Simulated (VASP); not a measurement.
# Si2As2O (I4/mmm) in VASP: further runs

Runs on Si2As2O. Level: PBE. Tasks: single point, relaxation of cell and atoms.

Everything below comes from runs of VASP 6.6.1. Logs are shortened: lines on timing, memory, paths and dates and some standing lists are left out, and cuts for length are marked.

## (1) The cell of the first run

It takes space group I4/mmm (No. 139, tetragonal). Conventional cell: a = 4.008 Å, b = 4.008 Å, c = 9.762 Å, α = 90.00°, β = 90.00°, γ = 90.00°. Si (site symmetry -4m2) has 4 As at 2.37 Å and 4 Si at 2.83 Å and 4 O at 3.16 Å within 3.2 Å. Within 3.1 Å of As (site symmetry 4mm) lie 1 As at 2.34 Å and 4 Si at 2.37 Å and 4 O at 3.07 Å. O (site symmetry 4/mmm) has 10 As at 3.07 to 3.71 Å and 8 Si at 3.16 Å and 4 O at 4.01 Å within 4.1 Å.

The cell was generated, and may not be a known phase.

## (2) Single point, PBE

The input, INCAR:

```
SYSTEM = Si2As2O
  PREC = Accurate
  ENCUT = 520
  EDIFF = 1E-6
  ISMEAR = 0
  SIGMA = 0.1
  LREAL = .FALSE.
  LASPH = .TRUE.
  NELM = 80
  ALGO = Normal
  ISIF = 2
  LWAVE = .FALSE.
  LCHARG = .TRUE.
  GGA = PE
  LELF = .TRUE.
  LVHAR = .TRUE.
  NBANDS = 20
```

The input, KPOINTS:

```
regular mesh
0
G
  6 6 6
  0 0 0
```

The input, POSCAR:

```
Si2As2O
1.0
   -2.0037952000      2.0037952000      4.8810293900
    2.0037952000     -2.0037952000      4.8810293900
    2.0037952000      2.0037952000     -4.8810293900
Si As O
2 2 1
Direct
    0.2500000000      0.7500000000      0.5000000000
    0.7500000000      0.2500000000      0.5000000000
    0.3801606000      0.3801606000      0.0000000000
    0.6198394000      0.6198394000      0.0000000000
    0.0000000000      0.0000000000      0.0000000000
```

Potentials or basis: VASP PAW PBE potentials, release 64 (Si, As, O).

Run with:

```
$ cat potpaw_PBE.64/Si/POTCAR potpaw_PBE.64/As/POTCAR potpaw_PBE.64/O/POTCAR > POTCAR
$ mpirun -np 1 vasp_std > vasp.out
```

OUTCAR:

```text
SYSTEM = Si2As2O
   PREC = Accurate
   ENCUT = 520
   EDIFF = 1E-6
   ISMEAR = 0
   LREAL = .FALSE.
   LASPH = .TRUE.
   NELM = 80
   ISIF = 2
   GGA = PE

 ion  position               nearest neighbor table
   1  0.250  0.750  0.500-   4 2.37   4 2.37   3 2.37   3 2.37   2 2.83   2 2.83   2 2.83   2 2.83

   2  0.750  0.250  0.500-   4 2.37   4 2.37   3 2.37   3 2.37   1 2.83   1 2.83   1 2.83   1 2.83

   3  0.380  0.380  0.000-   4 2.34   2 2.37   1 2.37   1 2.37   2 2.37
   4  0.620  0.620  0.000-   3 2.34   2 2.37   1 2.37   1 2.37   2 2.37
   5  0.000  0.000  0.000-

  LATTYP: Found a body centered tetragonal cell.
 ALAT       =     4.0075904000
 C/A-ratio  =     2.4358923457

  Lattice vectors:

 A1 = (  -2.0037952000,   2.0037952000,   4.8810293900)
 A2 = (   2.0037952000,  -2.0037952000,   4.8810293900)
 A3 = (   2.0037952000,   2.0037952000,  -4.8810293900)

Analysis of symmetry for initial positions (statically):
=====================================================================
 Subroutine PRICEL returns:
 Original cell was already a primitive cell.

 Routine SETGRP: Setting up the symmetry group for a
 body centered tetragonal supercell.

 Subroutine GETGRP returns: Found 16 space group operations
 (whereof 16 operations were pure point group operations)
 out of a pool of 16 trial point group operations.

The static configuration has the point symmetry D_4h.

Analysis of symmetry for dynamics (positions and initial velocities):
=====================================================================
 Subroutine PRICEL returns:
 Original cell was already a primitive cell.

 Routine SETGRP: Setting up the symmetry group for a
 body centered tetragonal supercell.

 Subroutine GETGRP returns: Found 16 space group operations
 (whereof 16 operations were pure point group operations)
 out of a pool of 16 trial point group operations.

The dynamic configuration has the point symmetry D_4h.

 Subroutine INISYM returns: Found 16 space group operations
 (whereof 16 operations are pure point group operations),
 and found     1 'primitive' translations

----------------------------------------------------------------------------------------

                                     Primitive cell

  volume of cell :      78.3931

  direct lattice vectors                    reciprocal lattice vectors
    -2.003795200  2.003795200  4.881029390     0.000000000  0.249526499  0.102437408
     2.003795200 -2.003795200  4.881029390     0.249526499  0.000000000  0.102437408
     2.003795200  2.003795200 -4.881029390     0.249526499  0.249526499  0.000000000

  length of vectors
     5.644009064  5.644009064  5.644009064     0.269734863  0.269734863  0.352883758

  position of ions in fractional coordinates (direct lattice)
     0.250000000  0.750000000  0.500000000
     0.750000000  0.250000000  0.500000000
     0.380160600  0.380160600  0.000000000
     0.619839400  0.619839400  0.000000000
     0.000000000  0.000000000  0.000000000

  ion indices of the primitive-cell ions
   primitive index   ion index
                 1           1
                 2           2
                 3           3
                 4           4
                 5           5

----------------------------------------------------------------------------------------

 KPOINTS: regular mesh

Automatic generation of k-mesh.
 Grid dimensions read from file:
 generate k-points for:    6    6    6

 Generating k-lattice:

  Cartesian coordinates                     Fractional coordinates (reciprocal lattice)
     0.000000000  0.041587750  0.017072901     0.166666667  0.000000000  0.000000000
     0.041587750  0.000000000  0.017072901     0.000000000  0.166666667  0.000000000
     0.041587750  0.041587750  0.000000000     0.000000000  0.000000000  0.166666667

  Length of vectors
     0.044955810  0.044955810  0.058813960

  Shift w.r.t. Gamma in fractional coordinates (k-lattice)
     0.000000000  0.000000000  0.000000000

 Subroutine IBZKPT returns following result:
 ===========================================

 Found     30 irreducible k-points:

 Following reciprocal coordinates:
            Coordinates               Weight
  0.000000  0.000000  0.000000      1.000000
  0.166667  0.000000 -0.000000      8.000000
  0.333333  0.000000 -0.000000      8.000000
  0.500000  0.000000 -0.000000      4.000000
  0.166667  0.166667 -0.000000      8.000000
  0.333333  0.166667 -0.000000     16.000000
[... 16 lines left out ...]
 -0.333333 -0.333333  0.166667      8.000000
 -0.166667 -0.333333  0.166667      8.000000
 [... further k-points ...]
   k-points           NKPTS =     30   k-points in BZ     NKDIM =     30   number of bands    NBANDS=     20
   number of dos      NEDOS =    301   number of ions     NIONS =      5
   total plane-waves  NPLWV =  74088
   dimension x,y,z NGX =    42 NGY =   42 NGZ =   42
   dimension x,y,z NGXF=    84 NGYF=   84 NGZF=   84
   ions per type =               2   2   1
   NGX,Y,Z   is equivalent  to a cutoff of  12.37, 12.37, 12.37 a.u.
   NGXF,Y,Z  is equivalent  to a cutoff of  24.74, 24.74, 24.74 a.u.
 SYSTEM =  Si2As2O
   PREC   = accura    normal or accurate (medium, high low for compatibility)
   ISTART =      0    job   : 0-new  1-cont  2-samecut
   ICHARG =      2    charge: 1-file 2-atom 10-const
   ISPIN  =      1    spin polarized calculation?
   LNONCOLLINEAR =      F non collinear calculations
   LSORBIT =      F    spin-orbit coupling
   LASPH  =      T    aspherical Exc in radial PAW
   ENCUT  =  520.0 eV  38.22 Ry    6.18 a.u.  10.49 10.49 10.49*2*pi/ulx,y,z
   NELM   =     80;   NELMIN=  2; NELMDL= -5     # of ELM steps
   EDIFF  = 0.1E-05   stopping-criterion for ELM
   LREAL  =      F    real-space projection
   EDIFFG = 0.1E-04   stopping-criterion for IOM
   NSW    =      0    number of steps for IOM
   IBRION =     -1    ionic relax: 0-MD 1-quasi-New 2-CG
   NFREE  =      0    steps in history (QN), initial steepest desc. (CG)
   ISIF   =      2    stress and relaxation
   ISYM   =      2    0-nonsym 1-usesym 2-fastsym
   POTIM  = 0.5000    time-step for ionic-motion
   TEBEG  =    0.0;   TEEND  =   0.0 temperature during run
   PSTRESS=    0.0 pullay stress
   NELECT =      24.0000    total number of electrons
   NUPDOWN=      -1.0000    fix difference up-down
   EMIN   =  10.00;   EMAX   =-10.00  energy-range for DOS
   EFERMI =   0.00;   METHOD = LEGACY
   ISMEAR =     0;   SIGMA  =   0.10  broadening in eV -4-tet -1-fermi 0-gaus
   EFERMI_NEDOS =   21; number of points for ismear=-14 and -15
   IALGO  =     38    algorithm
   IMIX   =      4    mixing-type and parameters
     AMIX     =   0.40;   BMIX     =  1.00
     AMIX_MAG =   1.60;   BMIX_MAG =  1.00
  volume/ion in A,a.u.               =      15.68       105.80
  Fermi-wavevector in a.u.,A,eV,Ry     =   1.103365  2.085058 16.563929  1.217414
  Thomas-Fermi vector in A             =   2.239822
   LORBIT       =      0    0 simple, 1 ext, 2 COOP (PROOUT), +10 PAW based schemes
   GGA     = PE    functional components
   LHFCALC =     F    Hartree Fock is set to
   AEXX    =    0.0000 exact exchange contribution
   IVDW    =     0    specifies the selected vdW correction
   LEPSILON=     F    determine dielectric tensor
   LRPA    =     F    only Hartree local field effects (RPA)
 non-spin polarized calculation
 Gauss-broadening in eV      SIGMA  =   0.10
  energy-cutoff  :      520.00
  volume of cell :       78.39
 maximum number of plane-waves:      2131
 NGX is ok and might be reduce to    42
   NGX = 21   NGY = 21   NGZ = 21

 number of electron      24.0000001 magnetization

 Free energy of the ion-electron system (eV)
  ---------------------------------------------------
  ext. energy  EPLUGINS =         0.00000000
  ---------------------------------------------------
  free energy    TOTEN  =       -21.64380381 eV

  energy without entropy =      -21.62775962  energy(sigma->0) =      -21.63578172

 E-fermi :   6.6394     XC(G=0): -10.5519

 val. band max:        6.6196726893   @ k =  -0.1667   0.1667   0.1667
 cond. band min:       6.6550303755   @ k =   0.5000   0.5000  -0.0000
 fundamental gap:      0.0353576863
 Fermi energy:         6.6393672456

 k-point     1 :       0.0000    0.0000    0.0000
  band No.  band energies     occupation
      1      -9.7607      2.00000
      2      -7.9851      2.00000
      3      -4.5392      2.00000
      4      -1.9050      2.00000
      5       0.9890      2.00000
      6       0.9890      2.00000
[... 12 lines left out ...]
     19      11.9302      0.00000
     20      13.0239      0.00000

 k-point     2 :       0.1667    0.0000   -0.0000
  band No.  band energies     occupation
      1      -9.5856      2.00000
      2      -7.9608      2.00000
      3      -4.8308      2.00000
      4      -1.7478      2.00000
      5      -0.3930      2.00000
      6       1.1483      2.00000
[... 12 lines left out ...]
     19      12.3125      0.00000
     20      13.2589      0.00000

 k-point     3 :       0.3333    0.0000   -0.0000
  band No.  band energies     occupation
      1      -9.1877      2.00000
      2      -7.8012      2.00000
      3      -5.6399      2.00000
      4      -2.0577      2.00000
      5      -0.7660      2.00000
      6       1.6242      2.00000
[... 12 lines left out ...]
     19      12.2567      0.00000
     20      13.5699      0.00000

 k-point     4 :       0.5000    0.0000   -0.0000
  band No.  band energies     occupation
      1      -8.9738      2.00000
      2      -7.5144      2.00000
      3      -6.3019      2.00000
      4      -2.3428      2.00000
      5      -0.5856      2.00000
      6       2.1827      2.00000
[... 429 lines left out ...]
 k-point    23 :      -0.3333   -0.3333    0.1667
  band No.  band energies     occupation
      1      -9.1958      2.00000
      2      -7.8576      2.00000
      3      -6.1383      2.00000
      4      -1.1648      2.00000
      5      -0.1797      2.00000
      6       1.0234      2.00000
[... 12 lines left out ...]
     19      11.4506      0.00000
     20      12.8890      0.00000

 k-point    24 :      -0.1667   -0.3333    0.1667
  band No.  band energies     occupation
      1      -9.4067      2.00000
      2      -7.9833      2.00000
      3      -5.7130      2.00000
      4      -0.8466      2.00000
      5      -0.0192      2.00000
      6       0.8904      2.00000
[... 12 lines left out ...]
     19      11.1414      0.00000
     20      12.7213      0.00000

 [... further k-points ...]
[... 5 lines left out ...]
  --------------------------------------------------------------------------------------
  -------------------------------------------------------------------------------------
  Total        6.0508466      6.0508466      8.7335568      0.0000000      0.0000000      0.0000000
  in kB      123.6655256    123.6655256    178.4940129      0.0000000      0.0000000      0.0000000
  external PRESSURE =     141.9416881 kB  Pullay stress =       0.0000000 kB

 VOLUME and BASIS-vectors are now :
 -----------------------------------------------------------------------------
  energy-cutoff  :      520.00
  volume of cell :       78.39
      direct lattice vectors                 reciprocal lattice vectors
    -2.003795200  2.003795200  4.881029390     0.000000000  0.249526499  0.102437408
     2.003795200 -2.003795200  4.881029390     0.249526499  0.000000000  0.102437408
     2.003795200  2.003795200 -4.881029390     0.249526499  0.249526499  0.000000000

 POSITION                                       TOTAL-FORCE (eV/Angst)
 -----------------------------------------------------------------------------------
      2.00380      0.00000      2.44051         0.000000      0.000000     -0.000000
      0.00000      2.00380      2.44051         0.000000      0.000000     -0.000000
      0.00000      0.00000      3.71115        -0.000000     -0.000000     -0.922217
      0.00000      0.00000      6.05091        -0.000000     -0.000000      0.922217
      0.00000      0.00000      0.00000         0.000000      0.000000     -0.000000
 -----------------------------------------------------------------------------------
    total drift:                               -0.000000     -0.000000     -0.000000

  FREE ENERGIE OF THE ION-ELECTRON SYSTEM (eV)
  ---------------------------------------------------
  free  energy   TOTEN  =       -21.6438038135 eV

  energy  without entropy=      -21.6277596191  energy(sigma->0) =      -21.63578172
```

It took 43 s on 1 thread of Intel Xeon 6975P-C (Granite Rapids), shared host; peak memory 0.26 GiB.

Results:

| Item | Value |
| --- | --- |
| Free energy | -21.6438 eV |
| Pressure | 14.2 GPa |
| Largest force | 0.922 eV/Å |
| Band gap on the k mesh | zero (bands 12 and 13 overlap by 1.25 eV) |

Forces in eV/Å, atoms in the order of the input:
```
Si   0.000  0.000  0.000
Si   0.000  0.000  0.000
As   0.000  0.000 -0.922
As   0.000  0.000  0.922
O    0.000  0.000  0.000
```

Caveat: the stress differs along the axes, from 12 to 18 GPa.

(Continued in part 2 of 3.)

The gap in the log of VASP goes by the Fermi energy; the results here count the filled bands.